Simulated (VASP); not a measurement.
# Mo (Fd-3m) in VASP: a series of runs

The runs below take Mo through single point, with r2SCAN.

Everything below comes from runs of VASP 6.6.1. Logs are shortened: lines on timing, memory, paths and dates and some standing lists are left out, and cuts for length are marked.

### Step 1. The cell of the first run

It takes space group Fd-3m (No. 227, cubic). Conventional cell: a = 5.651 Å, b = 5.651 Å, c = 5.651 Å, α = 90.00°, β = 90.00°, γ = 90.00°. Mo (site symmetry -43m) has 4 Mo at 2.45 Å within 3.2 Å.

This isn't the form of Mo at room conditions, which is bcc.

### Step 2. Single point, r2SCAN

File POSCAR:

```
Mo
1.0
    0.0000000000      2.8257140975      2.8257140975
    2.8257140975      0.0000000000      2.8257140975
    2.8257140975      2.8257140975      0.0000000000
Mo
2
Direct
    0.1250000000      0.1250000000      0.1250000000
    0.8750000000      0.8750000000      0.8750000000
```

File INCAR.step1:

```
SYSTEM = Mo
ALGO = Normal
EDIFF = 1E-4
ENCUT = 520
GGA = PE
ISMEAR = -1
LASPH = .True.
LCHARG = .False.
LREAL = .False.
LWAVE = .True.
NBANDS = 21
NELM = 60
PREC = Accurate
SIGMA = 0.1
```

File INCAR.step2:

```
SYSTEM = Mo
ALGO = Normal
EDIFF = 1E-7
ENCUT = 520
ISIF = 2
ISMEAR = -1
ISTART = 1
LASPH = .True.
LCHARG = .False.
LMIXTAU = .True.
LREAL = .False.
LWAVE = .False.
METAGGA = R2SCAN
NBANDS = 21
NELM = 60
PREC = Accurate
SIGMA = 0.1
```

File KPOINTS:

```
k-points
0
Gamma
  10 10 10
  0 0 0
```

Potentials or basis: VASP PAW PBE potentials, release 64 (Mo_sv).

On the command line:

```
cat potpaw_PBE.64/Mo_sv/POTCAR > POTCAR
cp INCAR.step1 INCAR
mpirun -np 1 vasp_std > vasp.out
cp INCAR.step2 INCAR
mpirun -np 1 vasp_std > vasp.out
```

OUTCAR:

```text
SYSTEM = Mo
   EDIFF = 1E-7
   ENCUT = 520
   ISIF = 2
   ISMEAR = -1
   ISTART = 1
   LASPH = .True.
   LREAL = .False.
   METAGGA = R2SCAN
   NELM = 60
   PREC = Accurate

 ion  position               nearest neighbor table
   1  0.125  0.125  0.125-   2 2.45   2 2.45   2 2.45   2 2.45
   2  0.875  0.875  0.875-   1 2.45   1 2.45   1 2.45   1 2.45

  LATTYP: Found a face centered cubic cell.
 ALAT       =     5.6514281950

  Lattice vectors:

 A1 = (   0.0000000000,   2.8257140975,   2.8257140975)
 A2 = (   2.8257140975,   0.0000000000,   2.8257140975)
 A3 = (   2.8257140975,   2.8257140975,   0.0000000000)

Analysis of symmetry for initial positions (statically):
=====================================================================
 Subroutine PRICEL returns:
 Original cell was already a primitive cell.

 Routine SETGRP: Setting up the symmetry group for a
 face centered cubic supercell.

 Subroutine GETGRP returns: Found 48 space group operations
 (whereof 12 operations were pure point group operations)
 out of a pool of 48 trial point group operations.

The static configuration has the point symmetry D_3d.
 The point group associated with its full space group is O_h .

Analysis of symmetry for dynamics (positions and initial velocities):
=====================================================================
 Subroutine PRICEL returns:
 Original cell was already a primitive cell.

 Routine SETGRP: Setting up the symmetry group for a
 face centered cubic supercell.

 Subroutine GETGRP returns: Found 48 space group operations
 (whereof 12 operations were pure point group operations)
 out of a pool of 48 trial point group operations.

The dynamic configuration has the point symmetry D_3d.
 The point group associated with its full space group is O_h .

 Subroutine INISYM returns: Found 48 space group operations
 (whereof 12 operations are pure point group operations),
 and found     1 'primitive' translations

----------------------------------------------------------------------------------------

                                     Primitive cell

  volume of cell :      45.1247

  direct lattice vectors                    reciprocal lattice vectors
     0.000000000  2.825714098  2.825714098    -0.176946422  0.176946422  0.176946422
     2.825714098  0.000000000  2.825714098     0.176946422 -0.176946422  0.176946422
     2.825714098  2.825714098  0.000000000     0.176946422  0.176946422 -0.176946422

  length of vectors
     3.996163200  3.996163200  3.996163200     0.306480194  0.306480194  0.306480194

  position of ions in fractional coordinates (direct lattice)
     0.125000000  0.125000000  0.125000000
     0.875000000  0.875000000  0.875000000

  ion indices of the primitive-cell ions
   primitive index   ion index
                 1           1
                 2           2

----------------------------------------------------------------------------------------

 KPOINTS: k-points

Automatic generation of k-mesh.
 Grid dimensions read from file:
 generate k-points for:   10   10   10

 Generating k-lattice:

  Cartesian coordinates                     Fractional coordinates (reciprocal lattice)
    -0.017694642  0.017694642  0.017694642     0.100000000  0.000000000  0.000000000
     0.017694642 -0.017694642  0.017694642     0.000000000  0.100000000  0.000000000
     0.017694642  0.017694642 -0.017694642     0.000000000  0.000000000  0.100000000

  Length of vectors
     0.030648019  0.030648019  0.030648019

  Shift w.r.t. Gamma in fractional coordinates (k-lattice)
     0.000000000  0.000000000  0.000000000

 Subroutine IBZKPT returns following result:
 ===========================================

 Found     47 irreducible k-points:

 Following reciprocal coordinates:
            Coordinates               Weight
  0.000000  0.000000  0.000000      1.000000
  0.100000  0.000000  0.000000      8.000000
  0.200000  0.000000  0.000000      8.000000
  0.300000  0.000000  0.000000      8.000000
  0.400000  0.000000  0.000000      8.000000
  0.500000  0.000000  0.000000      4.000000
[... 16 lines left out ...]
  0.300000  0.300000  0.000000      6.000000
  0.400000  0.300000  0.000000     24.000000
 [... further k-points ...]
   k-points           NKPTS =     47   k-points in BZ     NKDIM =     47   number of bands    NBANDS=     21
   number of dos      NEDOS =    301   number of ions     NIONS =      2
   total plane-waves  NPLWV =  27000
   dimension x,y,z NGX =    30 NGY =   30 NGZ =   30
   dimension x,y,z NGXF=    60 NGYF=   60 NGZF=   60
   ions per type =               2
   NGX,Y,Z   is equivalent  to a cutoff of  12.48, 12.48, 12.48 a.u.
   NGXF,Y,Z  is equivalent  to a cutoff of  24.96, 24.96, 24.96 a.u.
 SYSTEM =  Mo
   PREC   = accura    normal or accurate (medium, high low for compatibility)
   ISTART =      1    job   : 0-new  1-cont  2-samecut
   ICHARG =      0    charge: 1-file 2-atom 10-const
   ISPIN  =      1    spin polarized calculation?
   LNONCOLLINEAR =      F non collinear calculations
   LSORBIT =      F    spin-orbit coupling
   LASPH  =      T    aspherical Exc in radial PAW
   ENCUT  =  520.0 eV  38.22 Ry    6.18 a.u.   7.43  7.43  7.43*2*pi/ulx,y,z
   NELM   =     60;   NELMIN=  2; NELMDL=  0     # of ELM steps
   EDIFF  = 0.1E-06   stopping-criterion for ELM
   LREAL  =      F    real-space projection
   EDIFFG = 0.1E-05   stopping-criterion for IOM
   NSW    =      0    number of steps for IOM
   IBRION =     -1    ionic relax: 0-MD 1-quasi-New 2-CG
   NFREE  =      0    steps in history (QN), initial steepest desc. (CG)
   ISIF   =      2    stress and relaxation
   ISYM   =      2    0-nonsym 1-usesym 2-fastsym
   POTIM  = 0.5000    time-step for ionic-motion
   TEBEG  =    0.0;   TEEND  =   0.0 temperature during run
   PSTRESS=    0.0 pullay stress
   NELECT =      28.0000    total number of electrons
   NUPDOWN=      -1.0000    fix difference up-down
   EMIN   =  10.00;   EMAX   =-10.00  energy-range for DOS
   EFERMI =   0.00;   METHOD = LEGACY
   ISMEAR =    -1;   SIGMA  =   0.10  broadening in eV -4-tet -1-fermi 0-gaus
   EFERMI_NEDOS =   21; number of points for ismear=-14 and -15
   IALGO  =     38    algorithm
   IMIX   =      4    mixing-type and parameters
     AMIX     =   0.40;   BMIX     =  1.00
     AMIX_MAG =   1.60;   BMIX_MAG =  1.00
  volume/ion in A,a.u.               =      22.56       152.26
  Fermi-wavevector in a.u.,A,eV,Ry     =   1.396334  2.638689 26.527938  1.949748
  Thomas-Fermi vector in A             =   2.519698
   LORBIT       =      0    0 simple, 1 ext, 2 COOP (PROOUT), +10 PAW based schemes
   METAGGA = R2SCAN    functional components
   LHFCALC =     F    Hartree Fock is set to
   AEXX    =    0.0000 exact exchange contribution
   IVDW    =     0    specifies the selected vdW correction
   LEPSILON=     F    determine dielectric tensor
   LRPA    =     F    only Hartree local field effects (RPA)
 non-spin polarized calculation
  energy-cutoff  :      520.00
  volume of cell :       45.12
 maximum number of plane-waves:      1243
 NGX is ok and might be reduce to    30
   NGX = 15   NGY = 15   NGZ = 15

 number of electron      28.0000003 magnetization

 Free energy of the ion-electron system (eV)
  ---------------------------------------------------
  ext. energy  EPLUGINS =         0.00000000
  ---------------------------------------------------
  free energy    TOTEN  =       -47.51804917 eV

  energy without entropy =      -47.43220593  energy(sigma->0) =      -47.47512755

 E-fermi :   7.0734     XC(G=0): -11.7005

 val. band max:        7.0640990824   @ k =  -0.4000   0.5000   0.1000
 cond. band min:       7.0808574422   @ k =   0.3000   0.2000   0.1000
 fundamental gap:      0.0167583598
 Fermi energy:         7.0734158776

 k-point     1 :       0.0000    0.0000    0.0000
  band No.  band energies     occupation
      1     -55.2710      2.00000
      2     -54.4710      2.00000
      3     -28.9927      2.00000
      4     -28.9927      2.00000
      5     -28.9927      2.00000
      6     -27.7407      2.00000
[... 13 lines left out ...]
     20      19.2710      0.00000
     21      19.8184      0.00000

 k-point     2 :       0.1000    0.0000    0.0000
  band No.  band energies     occupation
      1     -55.2569      2.00000
      2     -54.4861      2.00000
      3     -29.0082      2.00000
      4     -29.0082      2.00000
      5     -28.9914      2.00000
      6     -27.7417      2.00000
[... 13 lines left out ...]
     20      18.3456      0.00000
     21      19.8883      0.00000

 k-point     3 :       0.2000    0.0000    0.0000
  band No.  band energies     occupation
      1     -55.2171      2.00000
      2     -54.5287      2.00000
      3     -29.0468      2.00000
      4     -29.0468      2.00000
      5     -28.9887      2.00000
      6     -27.7431      2.00000
[... 13 lines left out ...]
     20      17.2822      0.00000
     21      18.2814      0.00000

 k-point     4 :       0.3000    0.0000    0.0000
  band No.  band energies     occupation
      1     -55.1598      2.00000
      2     -54.5894      2.00000
      3     -29.0914      2.00000
      4     -29.0914      2.00000
      5     -28.9868      2.00000
      6     -27.7431      2.00000
[... 13 lines left out ...]
     20      15.0821      0.00000
     21      17.6427      0.00000

 k-point     5 :       0.4000    0.0000    0.0000
  band No.  band energies     occupation
      1     -55.1026      2.00000
      2     -54.6494      2.00000
      3     -29.1254      2.00000
      4     -29.1254      2.00000
      5     -28.9864      2.00000
      6     -27.7417      2.00000
[... 13 lines left out ...]
     20      13.0383      0.00000
     21      17.4906      0.00000
[... 382 lines left out ...]
     20      13.7290      0.00000
     21      15.4884      0.00000

 k-point    22 :      -0.2000    0.2000    0.0000
  band No.  band energies     occupation
      1     -55.1368      2.00000
      2     -54.6136      2.00000
      3     -29.1984      2.00000
      4     -29.0931      2.00000
      5     -28.8749      2.00000
      6     -27.8514      2.00000
[... 13 lines left out ...]
     20      15.7815      0.00000
     21      16.0286      0.00000

 k-point    23 :       0.3000    0.3000    0.0000
  band No.  band energies     occupation
      1     -55.1108      2.00000
      2     -54.6409      2.00000
      3     -29.1963      2.00000
      4     -29.1963      2.00000
      5     -28.7360      2.00000
      6     -28.0069      2.00000
[... 13 lines left out ...]
     20      15.8066      0.00000
     21      15.8066      0.00000

 k-point    24 :       0.4000    0.3000    0.0000
  band No.  band energies     occupation
      1     -55.0542      2.00000
      2     -54.6998      2.00000
      3     -29.2403      2.00000
      4     -29.2280      2.00000
      5     -28.6597      2.00000
      6     -28.0813      2.00000
[... 13 lines left out ...]
     20      14.2807      0.00000
     21      14.9814      0.00000

 [... further k-points ...]

------------------------ aborting loop because EDIFF is reached ----------------------------------------

  FORCE on cell =-STRESS in cart. coord.  units (eV):
  Direction    XX          YY          ZZ          XY          YZ          ZX
  --------------------------------------------------------------------------------------
  -------------------------------------------------------------------------------------
  Total        0.2216875      0.2216875      0.2216875      0.0000000     -0.0000000     -0.0000000
  in kB        7.8711321      7.8711321      7.8711321      0.0000000     -0.0000000     -0.0000000
  external PRESSURE =       7.8711321 kB  Pullay stress =       0.0000000 kB

 VOLUME and BASIS-vectors are now :
 -----------------------------------------------------------------------------
  energy-cutoff  :      520.00
  volume of cell :       45.12
      direct lattice vectors                 reciprocal lattice vectors
     0.000000000  2.825714098  2.825714098    -0.176946422  0.176946422  0.176946422
     2.825714098  0.000000000  2.825714098     0.176946422 -0.176946422  0.176946422
     2.825714098  2.825714098  0.000000000     0.176946422  0.176946422 -0.176946422

 POSITION                                       TOTAL-FORCE (eV/Angst)
 -----------------------------------------------------------------------------------
      0.70643      0.70643      0.70643         0.000000      0.000000      0.000000
      4.94500      4.94500      4.94500        -0.000000     -0.000000     -0.000000
 -----------------------------------------------------------------------------------
    total drift:                               -0.000000      0.000000      0.000000

  FREE ENERGIE OF THE ION-ELECTRON SYSTEM (eV)
  ---------------------------------------------------
  free  energy   TOTEN  =       -47.5180491687 eV

  energy  without entropy=      -47.4322059310  energy(sigma->0) =      -47.47512755
```

Run time: 82 s. Hardware: 1 thread of Intel Xeon 6975P-C (Granite Rapids), shared host; peak memory 0.18 GiB.

Results:

| Item | Value |
| --- | --- |
| Free energy | -47.5180 eV |
| Pressure | 0.8 GPa |
| Band gap on the k mesh | zero (bands 14 and 15 overlap by 0.43 eV) |

Levels at points of the mesh, in eV from the Fermi level:
```
           k point  band 12  band 13  band 14  band 15  band 16  band 17
(0.00, 0.00, 0.00)    -1.47    -1.47    -1.47     1.43     1.43     1.43
(0.50, 0.00, 0.00)    -2.06    -1.74    -1.74     0.41     2.49     2.49
(0.50, 0.50, 0.00)    -1.70     0.01     0.01     0.66     0.66     4.25
```

Caveat: the PAW data sets were made with another functional, which shifts forces and pressure a little.

### Step 3. Single point, r2SCAN (19.85 Å³/atom)

This run uses another cell than the first one, of 19.85 Å³/atom.

File POSCAR:

```
Mo
1.0
    0.0000000000      2.7078365275      2.7078365275
    2.7078365275      0.0000000000      2.7078365275
    2.7078365275      2.7078365275      0.0000000000
Mo
2
Direct
    0.1250000000      0.1250000000      0.1250000000
    0.8750000000      0.8750000000      0.8750000000
```

File INCAR.step1:

```
PREC = Accurate
ENCUT = 520
ISMEAR = -1
SIGMA = 0.1
LREAL = False
LASPH = True
NELM = 80
NBANDS = 21
GGA = PE
ALGO = Normal
EDIFF = 1E-4
LWAVE = True
LCHARG = False
```

File INCAR.step2:

```
PREC = Accurate
ENCUT = 520
EDIFF = 1E-6
ISMEAR = -1
SIGMA = 0.1
LREAL = False
LASPH = True
NELM = 80
ALGO = Normal
ISIF = 2
LWAVE = False
LCHARG = True
METAGGA = R2SCAN
LMIXTAU = True
LELF = True
LVHAR = True
NBANDS = 21
ISTART = 1
```

File KPOINTS:

```
regular mesh
0
Gamma
  11 11 11
```

Potentials or basis: VASP PAW PBE potentials, release 64 (Mo_sv).

On the command line:

```
cat potpaw_PBE.64/Mo_sv/POTCAR > POTCAR
cp INCAR.step1 INCAR
mpirun -np 1 vasp_std > vasp.out
cp INCAR.step2 INCAR
mpirun -np 1 vasp_std > vasp.out
```

Run time: 83 s. Hardware: 1 thread of Intel Xeon 6975P-C (Granite Rapids), shared host; peak memory 0.18 GiB.

Results (log left out):

| Quantity | Value |
| --- | --- |
| Free energy | -47.2026 eV |
| Pressure | 19.8 GPa |
| Band gap on the k mesh | zero (bands 14 and 15 overlap by 0.64 eV) |

Levels at points of the mesh, in eV from the Fermi level:
```tsv
k point	band 10	band 11	band 12	band 13	band 14	band 15	band 16	band 17	band 18	band 19
(0.00, 0.00, 0.00)	-2.96	-2.96	-1.70	-1.70	-1.70	1.56	1.56	1.56	5.41	5.41
```

Caveat: the cell stands under pressure; the PAW data sets were made with another functional, which shifts forces and pressure a little.

### Step 4. Single point, r2SCAN (20.76 Å³/atom)

This run uses another cell than the first one, of 20.76 Å³/atom.

File POSCAR:

```
Mo
1.0
    0.0000000000      2.7482579574      2.7482579574
    2.7482579574      0.0000000000      2.7482579574
    2.7482579574      2.7482579574      0.0000000000
Mo
2
Direct
    0.1250000000      0.1250000000      0.1250000000
    0.8750000000      0.8750000000      0.8750000000
```

File INCAR.step1:

```
PREC     = Accurate       # precision mode
ENCUT    = 520            # plane-wave cutoff, eV
ISMEAR   = -1             # smearing method
SIGMA    = 0.1            # smearing width, eV
LREAL    = False          # projectors in reciprocal space
LASPH    = True           # aspherical terms in the spheres
NELM     = 100            # most SCF steps
NBANDS   = 21             # bands
GGA      = PE             # functional
ALGO     = Normal         # electronic algorithm
EDIFF    = 1E-4           # SCF threshold, eV
LWAVE    = True           # write WAVECAR
LCHARG   = False          # write CHGCAR
```

File INCAR.step2:

```
PREC     = Accurate       # precision mode
ENCUT    = 520            # plane-wave cutoff, eV
EDIFF    = 1E-6           # SCF threshold, eV
ISMEAR   = -1             # smearing method
SIGMA    = 0.1            # smearing width, eV
LREAL    = False          # projectors in reciprocal space
LASPH    = True           # aspherical terms in the spheres
NELM     = 100            # most SCF steps
ALGO     = Normal         # electronic algorithm
ISIF     = 2              # what is computed and relaxed
LWAVE    = False          # write WAVECAR
LCHARG   = True           # write CHGCAR
METAGGA  = R2SCAN         # meta-GGA
LMIXTAU  = True         
LELF     = True           # ELF
LVHAR    = True         
NBANDS   = 21             # bands
ISTART   = 1
```

KPOINTS is that of step 3.

On the command line:

```
cat potpaw_PBE.64/Mo_sv/POTCAR > POTCAR
cp INCAR.step1 INCAR
mpirun -np 1 vasp_std > vasp.out
cp INCAR.step2 INCAR
mpirun -np 1 vasp_std > vasp.out
```

Run time: 1.7 min. Hardware: 1 thread of Intel Xeon 6975P-C (Granite Rapids), shared host; peak memory 0.19 GiB.

Results (log left out):

```
Free energy            : -47.3810 eV
Pressure               : 12.1 GPa
Band gap on the k mesh : zero (bands 14 and 15 overlap by 0.52 eV)
```

Levels at points of the mesh, in eV from the Fermi level:
| k point | band 11 | band 12 | band 13 | band 14 | band 15 | band 16 | band 17 | band 18 |
| --- | --- | --- | --- | --- | --- | --- | --- | --- |
| (0.00, 0.00, 0.00) | -2.73 | -1.62 | -1.62 | -1.62 | 1.51 | 1.51 | 1.51 | 5.18 |

Caveat: the cell stands under pressure; the PAW data sets were made with another functional, which shifts forces and pressure a little.

(Continued in part 2 of 2.)

The gap in the log of VASP goes by the Fermi energy; the results here count the filled bands.